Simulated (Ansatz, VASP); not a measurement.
This is a calculation of Ga for VASP 6.6.1.

Contents of INCAR:

```
SYSTEM = Ga
PREC = Accurate
ENCUT = 600
EDIFF = 1E-6
ISMEAR = -1
SIGMA = 0.05
LREAL = .FALSE.
LASPH = .TRUE.
NELM = 100
ALGO = Normal
ISIF = 3
LWAVE = .FALSE.
LCHARG = .FALSE.
GGA = RP
IVDW = 13
IBRION = 2
NSW = 60
EDIFFG = -0.01
```

The input KPOINTS:

```
Automatic mesh
0
G
  13 13 13
  0 0 0
```

The input POSCAR:

```
Ga
1.0
   -1.3843987196      1.3843987196      2.3112238365
    1.3843987196     -1.3843987196      2.3112238365
    1.3843987196      1.3843987196     -2.3112238365
Ga
1
Direct
    0.0000000000      0.0000000000      0.0000000000
```

Potentials or basis: VASP PAW PBE potentials, release 64 (Ga_d).

Run with:

```sh
$ cat potpaw_PBE.64/Ga_d/POTCAR > POTCAR
$ mpirun -np 1 vasp_std > vasp.out
```

Problem. Translate it to Ansatz 0.2.0. Potentials there: Ansatz PAW.

Solution. As run (the cutoff follows the program's own potentials):

input.yaml

```yaml
crystal:
  lattice:
    - [-1.3843987196, 1.3843987196, 2.3112238365]
    - [1.3843987196, -1.3843987196, 2.3112238365]
    - [1.3843987196, 1.3843987196, -2.3112238365]
  atoms:
    - { symbol: Ga, position: [0.0, 0.0, 0.0] }
hamiltonian:
  xc: rpbe
  pseudopotentials: { kind: paw }
  dispersion: d4
kpoints:
  mp_grid: { grid: [13, 13, 13] }
scf:
  occupations: { method: fermi_dirac, width: 0.05 }
output:
  forces: true
  stress: true
  eigenvalues: true
relax:
  f_tol: 0.01
  max_steps: 40
  cell: { stress_tol: 0.05 }
```

Potentials or basis: Ansatz PAW.

Command:

```bash
$ ansatz run input.yaml --threads 2 --pin off --max-ram 5632MiB --backend cpu --events-out ev --progress --plain --runs-dir out
```

Both were run:

|  | VASP | Ansatz | Ansatz less VASP |
| --- | --- | --- | --- |
| gap on the k mesh at the Fermi level, each at its own relaxed structure (eV) | none | none | - |
| relaxed volume (Å³/atom) | 16.99 | 16.94 | -0.042 |
| relaxed cell length with the largest relative difference (Å) | 2.964 | 2.961 | -0.0026 |

VASP's potentials were made for PBE, not for RPBE. A gap of «none» marks a metal or a gap that the smearing closes.

Noted on Ansatz's run: the plane-wave basis is chosen anew once the cell has moved, so the energies of steps on either side of that aren't comparable.
